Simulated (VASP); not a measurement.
Wanted: the native input for a VASP 6.6.1 run.

```
Task                   : relaxation of cell and atoms
Functional             : PBE
Potentials or basis    : VASP PAW PBE potentials, release 64 (Li_sv, F)
Cutoff                 : 600 eV
k mesh                 : 4 × 4 × 6
Occupations            : gaussian, width 0.1 eV
Spin                   : no spin polarisation
Dipole correction      : no
Further INCAR settings : ALGO = Normal; EDIFF = 1e-07; IBRION = 2; EDIFFG = -0.04; NSW = 90; ISIF = 3
```

The structure of LiF lies in POSCAR:

```
LiF
1.0
    5.1758363400      0.0000000000      0.0000000000
    0.0000000000      5.1758363400      0.0000000000
    0.0000000000      0.0000000000      2.7675993400
Li F
4 4
Direct
    0.1032208100      0.3296015700      0.2416469600
    0.8967791900      0.6703984300      0.7416469600
    0.6703984300      0.1032208100      0.9916469600
    0.3296015700      0.8967791900      0.4916469600
    0.3296015700      0.1032208100      0.0083530400
    0.6703984300      0.8967791900      0.5083530400
    0.8967791900      0.3296015700      0.7583530400
    0.1032208100      0.6703984300      0.2583530400
```

The cell was generated, and may not be a known phase.

The input as run:

INCAR

```
PREC = Accurate
ENCUT = 600
EDIFF = 1E-7
ISMEAR = 0
SIGMA = 0.1
LREAL = False
LASPH = True
NELM = 60
ALGO = Normal
ISIF = 3
LWAVE = False
LCHARG = False
GGA = PE
IBRION = 2
NSW = 90
EDIFFG = -0.04
```

KPOINTS

```
regular mesh
0
Gamma
  4 4 6
```

Potentials or basis: VASP PAW PBE potentials, release 64 (Li_sv, F).

The run is started by

```sh
$ cat potpaw_PBE.64/Li_sv/POTCAR potpaw_PBE.64/F/POTCAR > POTCAR
$ mpirun -np 1 vasp_std > vasp.out
```

It gave:

```
Relaxed volume                        : 11.37 Å³/atom
Relaxed cell                          : a = 5.581 Å, b = 5.581 Å, c = 2.920 Å, α = 90.00°, β = 90.00°, γ = 90.00°
Space group after relaxing (to 0.1 Å) : P4_3 (No. 78)
Energy gained by relaxing             : 128.1 meV/atom
Ionic steps                           : 10
Pressure after relaxing               : 0.1 GPa
Largest force after relaxing          : 0.019 eV/Å
Band gap on the k mesh                : 6.98 eV
```

Caveat: the cutoff is under 1.25 times the usual one of these potentials, so pressure, stress and relaxed cells hold a basis-set (Pulay) error; the volume moved by over 15 % at a fixed basis, so the end points are rough.

Wall time 4.3 min on 1 thread of AMD EPYC 7R13 Processor (Zen 3), with other jobs on the host, peak memory 0.18 GiB.
